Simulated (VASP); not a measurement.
# Al2O3 (R-3c) in VASP: a series of runs, part 2 of 2

VASP 6.6.1.

**3. Relaxation of cell and atoms, RPBE+D3(BJ)**

This run uses another cell than the first one, of 8.50 Å³/atom.

INCAR

```
PREC = Accurate
ENCUT = 600
EDIFF = 1E-6
ISMEAR = -1
SIGMA = 0.05
LREAL = False
LASPH = True
NELM = 80
ALGO = Normal
ISIF = 3
LWAVE = False
LCHARG = False
GGA = RP
IVDW = 12
IBRION = 2
NSW = 60
EDIFFG = -0.01
```

KPOINTS

```
Automatic mesh
0
Gamma
  7 7 7
```

POSCAR

```
Al2O3
1.0
    2.3802500000      1.3742379782      4.3318666667
   -2.3802500000      1.3742379782      4.3318666667
    0.0000000000     -2.7484759565      4.3318666667
Al O
4 6
Direct
    0.8521600000      0.8521600000      0.8521600000
    0.6478400000      0.6478400000      0.6478400000
    0.1478400000      0.1478400000      0.1478400000
    0.3521600000      0.3521600000      0.3521600000
    0.0566800000      0.7500000000      0.4433200000
    0.7500000000      0.4433200000      0.0566800000
    0.4433200000      0.0566800000      0.7500000000
    0.9433200000      0.2500000000      0.5566800000
    0.2500000000      0.5566800000      0.9433200000
    0.5566800000      0.9433200000      0.2500000000
```

Potentials or basis: VASP PAW PBE potentials, release 64 (Al, O).

Run with:

```bash
$ cat potpaw_PBE.64/Al/POTCAR potpaw_PBE.64/O/POTCAR > POTCAR
$ mpirun -np 1 vasp_std > vasp.out
```

OUTCAR:

```text
PREC = Accurate
   ENCUT = 600
   EDIFF = 1E-6
   ISMEAR = -1
   LREAL = False
   LASPH = True
   NELM = 80
   ISIF = 3
   GGA = RP
   IVDW = 12
   IBRION = 2
   NSW = 60
   EDIFFG = -0.01
 IVDW          = 12

 ion  position               nearest neighbor table
   1  0.852  0.852  0.852-   8 1.85   9 1.85  10 1.85   6 1.97   7 1.97   5 1.97   2 2.66   3 2.79
                             3 2.79   3 2.79   2 3.22   2 3.22   2 3.22
   2  0.648  0.648  0.648-   9 1.85   8 1.85  10 1.85   5 1.97   7 1.97   6 1.97   1 2.66   4 2.79
                             4 2.79   4 2.79   1 3.22   1 3.22   1 3.22
   3  0.148  0.148  0.148-   5 1.85   6 1.85   7 1.85   9 1.97  10 1.97   8 1.97   4 2.66   1 2.79
                             1 2.79   1 2.79   4 3.22   4 3.22   4 3.22
   4  0.352  0.352  0.352-   6 1.85   5 1.85   7 1.85   8 1.97  10 1.97   9 1.97   3 2.66   2 2.79
                             2 2.79   2 2.79   3 3.22   3 3.22   3 3.22
   5  0.057  0.750  0.443-   3 1.85   4 1.85   2 1.97   1 1.97
   6  0.750  0.443  0.057-   4 1.85   3 1.85   1 1.97   2 1.97
   7  0.443  0.057  0.750-   3 1.85   4 1.85   1 1.97   2 1.97
   8  0.943  0.250  0.557-   1 1.85   2 1.85   4 1.97   3 1.97
   9  0.250  0.557  0.943-   2 1.85   1 1.85   3 1.97   4 1.97
  10  0.557  0.943  0.250-   1 1.85   2 1.85   3 1.97   4 1.97

  LATTYP: Found a trigonal (rhomboedric) cell.
 ALAT       =     5.1302230849
 COS(alpha) =     0.5694707703

  Lattice vectors:

 A1 = (   2.3802500000,   1.3742379782,   4.3318666667)
 A2 = (  -2.3802500000,   1.3742379782,   4.3318666667)
[... 179 lines left out ...]
  energy-cutoff  :      600.00
  volume of cell :       85.02
 maximum number of plane-waves:      2867
 NGX is ok and might be reduce to    42
   NGX = 21   NGY = 21   NGZ = 21

--------------------------------------- Ionic step        1  -------------------------------------------

 number of electron      48.0000003 magnetization

 Free energy of the ion-electron system (eV)
  ---------------------------------------------------
  ext. energy  EPLUGINS =         0.00000000
  ---------------------------------------------------
  free energy    TOTEN  =       -70.86555319 eV

  energy without entropy =      -70.86555319  energy(sigma->0) =      -70.86555319

------------------------ aborting loop because EDIFF is reached ----------------------------------------

 Edisp (eV)   -9.63540

 E8    (eV) :    -5.5723
[... 279 lines left out ...]
--------------------------------------- Ionic step        7  -------------------------------------------

 number of electron      48.0000001 magnetization

 Free energy of the ion-electron system (eV)
  ---------------------------------------------------
  ext. energy  EPLUGINS =         0.00000000
  ---------------------------------------------------
  free energy    TOTEN  =       -70.52498324 eV

  energy without entropy =      -70.52498324  energy(sigma->0) =      -70.52498324

 E-fermi :   7.8493     XC(G=0): -11.6909

 val. band max:        6.7659449635   @ k =   0.0000   0.0000   0.0000
 cond. band min:      13.5201721761   @ k =   0.0000   0.0000   0.0000
 fundamental gap:      6.7542272126
 Fermi energy:         7.8492882382

 k-point     1 :       0.0000    0.0000    0.0000
  band No.  band energies     occupation
      1     -12.8784      2.00000
      2     -10.4019      2.00000
      3     -10.1374      2.00000
      4     -10.1374      2.00000
      5      -9.8109      2.00000
      6      -9.8109      2.00000
[... 781 lines left out ...]
     29      18.4937      0.00000
     30      18.5838      0.00000

 [... further k-points ...]

------------------------ aborting loop because EDIFF is reached ----------------------------------------

 Edisp (eV)  -10.07758

 E8    (eV) :    -5.8382
[... 33 lines left out ...]
  FREE ENERGIE OF THE ION-ELECTRON SYSTEM (eV)
  ---------------------------------------------------
  free  energy   TOTEN  =       -80.6025587707 eV

  energy  without entropy=      -80.6025587706  energy(sigma->0) =      -80.60255877

 reached required accuracy - stopping structural energy minimisation
```

OSZICAR:

```text
N       E                     dE             d eps       ncg     rms          rms(c)
DAV:   1     0.290689400589E+03    0.29069E+03   -0.28285E+04  2640   0.171E+03
DAV:   2    -0.637066519193E+02   -0.35440E+03   -0.34279E+03  3506   0.335E+02
DAV:   3    -0.785767260281E+02   -0.14870E+02   -0.14828E+02  3162   0.758E+01
[... 50 lines left out ...]
DAV:   2    -0.705250110393E+02    0.41346E-03   -0.18778E-03  3138   0.276E-01    0.407E-02
DAV:   3    -0.705249891533E+02    0.21886E-04   -0.11123E-04  3114   0.639E-02    0.141E-02
DAV:   4    -0.705249845413E+02    0.46120E-05   -0.16526E-05  3126   0.282E-02    0.645E-03
DAV:   5    -0.705249835005E+02    0.10408E-05   -0.31722E-06  2204   0.112E-02    0.143E-03
DAV:   6    -0.705249832419E+02    0.25863E-06   -0.27255E-07  1638   0.364E-03
   7 F= -.80602559E+02 E0= -.80602559E+02  d E =-.172640E-03
```

CONTCAR:

```text
Al2O3
   1.00000000000000
     2.3537013294426226    1.3589100961081571    4.2622841517958090
    -2.3537013294426226    1.3589100961081571    4.2622841517958090
     0.0000000000000000   -2.7178201923135887    4.2622841517952992
  Al              O
     4     6
Direct
     0.8525916293046878    0.8525916293046878    0.8525916293046877
     0.6474083706953122    0.6474083706953122    0.6474083706953123
     0.1474083706953123    0.1474083706953123    0.1474083706953125
     0.3525916293046876    0.3525916293046876    0.3525916293046875
     0.0568229947360977    0.7500000000000000    0.4431770052639023
     0.7500000000000000    0.4431770052639023    0.0568229947360977
     0.4431770052639023    0.0568229947360977    0.7500000000000000
     0.9431770052639022    0.2500000000000000    0.5568229947360978
     0.2500000000000000    0.5568229947360978    0.9431770052639022
     0.5568229947360978    0.9431770052639022    0.2500000000000000

  0.00000000E+00  0.00000000E+00  0.00000000E+00
  0.00000000E+00  0.00000000E+00  0.00000000E+00
  0.00000000E+00  0.00000000E+00  0.00000000E+00
  0.00000000E+00  0.00000000E+00  0.00000000E+00
  0.00000000E+00  0.00000000E+00  0.00000000E+00
  0.00000000E+00  0.00000000E+00  0.00000000E+00
  0.00000000E+00  0.00000000E+00  0.00000000E+00
  0.00000000E+00  0.00000000E+00  0.00000000E+00
  0.00000000E+00  0.00000000E+00  0.00000000E+00
  0.00000000E+00  0.00000000E+00  0.00000000E+00
```

It took 4 min on 1 thread of Intel Xeon 6975P-C (Granite Rapids), shared host; peak memory 0.34 GiB.

What came out:

- Free energy: -80.6026 eV
- Relaxed volume: 8.18 Å³/atom
- Relaxed cell: a = 5.055 Å, b = 5.055 Å, c = 5.055 Å, α = 55.50°, β = 55.50°, γ = 55.50°
- Space group after relaxing (to 0.1 Å): R-3c (No. 167)
- Energy gained by relaxing: 10.2 meV/atom
- Ionic steps: 7
- Pressure after relaxing: -0.2 GPa
- Largest force after relaxing: 0.009 eV/Å
- Band gap on the k mesh: 6.75 eV
- Dispersion energy per atom: -1.008 eV

Forces in eV/Å, atoms in the order of the input:
```
Al   0.000  0.000  0.009
Al   0.000  0.000 -0.009
Al   0.000  0.000 -0.009
Al   0.000  0.000  0.009
O   -0.003 -0.005  0.000
O   -0.003  0.005  0.000
O    0.006  0.000  0.000
O    0.003  0.005  0.000
O    0.003 -0.005  0.000
O   -0.006  0.000  0.000
```

Step by step:
| step | energy change (eV) | largest force (eV/Å) | pressure (GPa) | volume (Å³) |
| --- | --- | --- | --- | --- |
| 1 | 0.0000 | 0.0775 | -9.47 | 85.02 |
| 2 | -0.0179 | 0.0598 | 9.84 | 78.99 |
| 3 | -0.1002 | 0.0492 | 0.01 | 81.77 |
| 4 | -0.1002 | 0.0484 | 0.20 | 81.71 |
| 5 | -0.1014 | 0.0228 | 0.20 | 81.69 |
| 6 | -0.1014 | 0.0263 | 0.19 | 81.69 |
| 7 | -0.1016 | 0.0086 | -0.16 | 81.80 |

Final structure:
```
CELL_PARAMETERS angstrom
2.35370 1.35891 4.26228
-2.35370 1.35891 4.26228
0.00000 -2.71782 4.26228
ATOMIC_POSITIONS crystal
Al 0.85259 0.85259 0.85259
Al 0.64741 0.64741 0.64741
Al 0.14741 0.14741 0.14741
Al 0.35259 0.35259 0.35259
O 0.05682 0.75000 0.44318
O 0.75000 0.44318 0.05682
O 0.44318 0.05682 0.75000
O 0.94318 0.25000 0.55682
O 0.25000 0.55682 0.94318
O 0.55682 0.94318 0.25000
```

Caveat: the dispersion term is far too large for a dense solid, which distorts pressure and volume; the PAW data sets were made with another functional, which shifts forces and pressure a little.

**4. Against experiment**

Step 2. A measured gap of Al2O3 is 8.7 eV (optical; quoted in “Multi-petahertz electron interference in Cr:Al2O3 solid-state material”, 2018, pmc:5906618); the calculated 6.70 eV misses it by -2.00 eV. The value is that of RPBE+D3(BJ) on a finite k mesh, which can miss the band edges, without temperature or zero-point motion. Semilocal functionals fall short of measured gaps as a rule.
